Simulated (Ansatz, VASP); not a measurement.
Se in VASP and in Ansatz

Contents of INCAR:

```
SYSTEM = Se
PREC     = Accurate       ! precision mode
ENCUT    = 520            ! plane-wave cutoff, eV
EDIFF    = 1E-6           ! SCF threshold, eV
ISMEAR   = -1             ! smearing method
SIGMA    = 0.1            ! smearing width, eV
LREAL    = .False.        ! projectors in reciprocal space
LASPH    = .True.         ! aspherical terms in the spheres
NELM     = 60             ! most SCF steps
ALGO     = Normal         ! electronic algorithm
ISIF     = 2              ! what is computed and relaxed
LWAVE    = .False.        ! write WAVECAR
LCHARG   = .True.         ! write CHGCAR
GGA      = PE             ! functional
LELF     = .True.         ! ELF
LVHAR    = .True.       
NBANDS   = 13             ! bands
```

Contents of KPOINTS:

```
regular mesh
0
Gamma
  16 16 16
  0 0 0
```

The input POSCAR:

```
Se
1.0
   -2.1302236140      2.1302236140      1.1253630819
    2.1302236140     -2.1302236140      1.1253630819
    2.1302236140      2.1302236140     -1.1253630819
Se
2
Direct
   -0.3750000000     -0.1250000000     -0.2500000000
    0.3750000000      0.1250000000      0.2500000000
```

Input for Ansatz:

```yaml
crystal:
  lattice:
    - [-2.130223614, 2.130223614, 1.1253630819]
    - [2.130223614, -2.130223614, 1.1253630819]
    - [2.130223614, 2.130223614, -1.1253630819]
  atoms:
    - { symbol: Se, position: [-0.375, -0.125, -0.25] }
    - { symbol: Se, position: [0.375, 0.125, 0.25] }
kpoints:
  mp_grid: { grid: [16, 16, 16] }
scf:
  occupations: { method: fermi_dirac, width: 0.1 }
hamiltonian:
  xc: pbe
  pseudopotentials: { kind: nc }
output:
  forces: true
  stress: true
  eigenvalues: true
```

Change from the starting cell: volume scaled by 0.45, norm-conserving files.

Alike in both runs: task single point; functional PBE; k mesh 16 × 16 × 16; occupations fermi-dirac, width 0.1 eV; no spin polarisation.

```csv
,VASP,Ansatz
version,VASP 6.6.1,Ansatz 0.2.0
potentials or method,"VASP PAW PBE potentials, release 64 (Se)","norm-conserving pseudopotentials, scalar-relativistic"
plane-wave cutoff (eV),520,1170
valence electrons in the cell,12,32
```

|  | VASP | Ansatz | Ansatz less VASP |
| --- | --- | --- | --- |
| pressure (GPa) | 263.3 | 257.9 | -5.39 |
| traceless stress, the component that is largest in VASP (GPa) | 0.58 | 0.41 | -0.173 |

Both programs put the cell under a high pressure, so it lies far from rest at this level. The functional is the same, so the differences come from potentials, cutoffs and numerics. VASP's potentials hold 12 valence electrons a cell and Ansatz's 32, so a difference there can come from the potentials and not from the codes.

Noted on VASP's run: the cell as given lies far from equilibrium.
